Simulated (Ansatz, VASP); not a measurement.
InSb3 in VASP and in Ansatz

Contents of INCAR:

```
SYSTEM = InSb3
PREC = Accurate
ENCUT = 520
EDIFF = 1E-6
ISMEAR = 0
SIGMA = 0.15
LREAL = .False.
LASPH = .True.
NELM = 60
ALGO = Normal
ISIF = 2
LWAVE = .False.
LCHARG = .True.
GGA = PE
LELF = .True.
LVHAR = .True.
NBANDS = 22
```

KPOINTS

```
regular mesh
0
Gamma
  8 8 8
  0 0 0
```

POSCAR

```
InSb3
1.0
    4.7175854470      0.0560815005      0.0560815005
    0.0560815005      4.7175854470      0.0560815005
    0.0560815005      0.0560815005      4.7175854470
In Sb
1 3
Direct
    0.0000000000      0.0000000000      0.0000000000
    0.5000000000      0.0000000000      0.5000000000
    0.0000000000      0.5000000000      0.5000000000
    0.5000000000      0.5000000000      0.0000000000
```

Input for Ansatz:

```yaml
crystal:
  lattice:
    - [4.717585447, 0.0560815005, 0.0560815005]
    - [0.0560815005, 4.717585447, 0.0560815005]
    - [0.0560815005, 0.0560815005, 4.717585447]
  atoms:
    - { symbol: In, position: [0.0, 0.0, 0.0] }
    - { symbol: Sb, position: [0.5, 0.0, 0.5] }
    - { symbol: Sb, position: [0.0, 0.5, 0.5] }
    - { symbol: Sb, position: [0.5, 0.5, 0.0] }
basis:
  ecutwfc: 420
kpoints:
  mp_grid: { grid: [8, 8, 8] }
hamiltonian:
  xc: pbe
  pseudopotentials: { kind: paw, azcp: { folder: soft_1 } }
scf:
  occupations: { method: gaussian, width: 0.15 }
output:
  forces: true
  stress: true
  eigenvalues: true
```

Change from the starting cell: equal engineering shear yz, xz and xy +0.0233, equal normal strain along x, y and z -0.0200.

Alike in both runs: task single point; functional PBE; k mesh 8 × 8 × 8; occupations gaussian, width 0.15 eV; no spin polarisation.

|  | VASP | Ansatz |
| --- | --- | --- |
| version | VASP 6.6.1 | Ansatz 0.2.0 |
| potentials or method | VASP PAW PBE potentials, release 64 (In_d, Sb), cutoff 520 eV | scalar-relativistic, plane waves, PAW |
| valence electrons in the cell | 28 | 58 |

```tsv
	VASP	Ansatz	Ansatz less VASP
gap on the k mesh at the Fermi level (eV)	none	none	-
pressure (GPa)	3.6	3.7	+0.09
traceless stress, the component that is largest in VASP (GPa)	-0.59	-0.59	+0.001
```

A gap of «none» marks a metal or a gap that the smearing closes. VASP's potentials hold 28 valence electrons a cell and Ansatz's 58, so a difference there can come from the potentials and not from the codes.

Spin-orbit coupling is off throughout.
